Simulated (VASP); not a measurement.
The system is TiAl3.

```
Ti Al
1.0
    -1.91111    1.91111    4.28067
     1.91111   -1.91111    4.28067
     1.91111    1.91111   -4.28067
Ti Al
1 3
Direct
  0.00000 0.00000 0.00000
  0.50000 0.50000 0.00000
  0.75000 0.25000 0.50000
  0.25000 0.75000 0.50000
```

| Property | Result |
| --- | --- |
| Program | VASP 6.6.1 |
| Task | relaxation of cell and atoms |
| Functional | PBE |
| Dispersion | D3(BJ) |
| Potentials or basis | VASP PAW PBE potentials, release 64 (Ti_sv, Al) |
| Cutoff | 500 eV |
| k mesh | 9 × 9 × 9 |
| Occupations | methfessel-paxton, width 0.1 eV |
| Spin | no spin polarisation |

At the start: pressure -2.5 GPa; volume 15.63 Å³/atom.

Task: Where does the relaxation end?

Result: Over 3 steps the energy falls by 2.7 meV/atom and the volume is 15.29 Å³/atom (-2.2 %); space group I4/mmm (No. 139, to 0.1 Å) before and after.

Step by step:
| step | energy change (eV) | largest force (eV/Å) | pressure (GPa) | volume (Å³) |
| --- | --- | --- | --- | --- |
| 1 | 0.0000 | 0.0000 | -2.47 | 62.54 |
| 2 | -0.0073 | 0.0000 | 1.50 | 60.38 |
| 3 | -0.0109 | 0.0000 | 0.00 | 61.16 |

Final structure:
```yaml
crystal:
  lattice:
    - [-1.89662, 1.89662, 4.25022]
    - [1.89662, -1.89662, 4.25022]
    - [1.89662, 1.89662, -4.25022]
  atoms:
    - { symbol: Ti, position: [0.00000, 0.00000, 0.00000] }
    - { symbol: Al, position: [0.50000, 0.50000, 0.00000] }
    - { symbol: Al, position: [0.75000, 0.25000, 0.50000] }
    - { symbol: Al, position: [0.25000, 0.75000, 0.50000] }
```
